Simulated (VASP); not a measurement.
A run of VASP 6.6.1:

The input INCAR:

```
SYSTEM = Sr
PREC = Accurate ; ENCUT = 520
EDIFF = 1E-6 ; ISMEAR = 0
SIGMA = 0.05 ; LREAL = .FALSE.
LASPH = .TRUE. ; NELM = 100
ALGO = Normal ; ISIF = 2
LWAVE = .FALSE. ; LCHARG = .FALSE.
GGA = PE ; NBANDS = 11
```

The input KPOINTS:

```
Automatic mesh
0
G
  10 10 10
  0 0 0
```

Contents of POSCAR:

```
Sr
1.0
   -2.4350000000      2.4350000000      2.4350000000
    2.4350000000     -2.4350000000      2.4350000000
    2.4350000000      2.4350000000     -2.4350000000
Sr
1
Direct
    0.0000000000      0.0000000000      0.0000000000
```

Potentials or basis: VASP PAW PBE potentials, release 64 (Sr_sv).

Launch:

```sh
$ cat potpaw_PBE.64/Sr_sv/POTCAR > POTCAR
$ mpirun -np 1 vasp_std > vasp.out
```

Hardware: 1 thread of Intel(R) Xeon(R) Platinum 8175M CPU @ 2.50GHz (Skylake/Cascade Lake), on a shared host.

Task: Estimate the wall time of this run.

Result: Run time: 21 s on 1 thread of Intel(R) Xeon(R) Platinum 8175M CPU @ 2.50GHz (Skylake/Cascade Lake), with other jobs on the host, peak memory 0.18 GiB. Counts: scf iterations 11, k points 47.
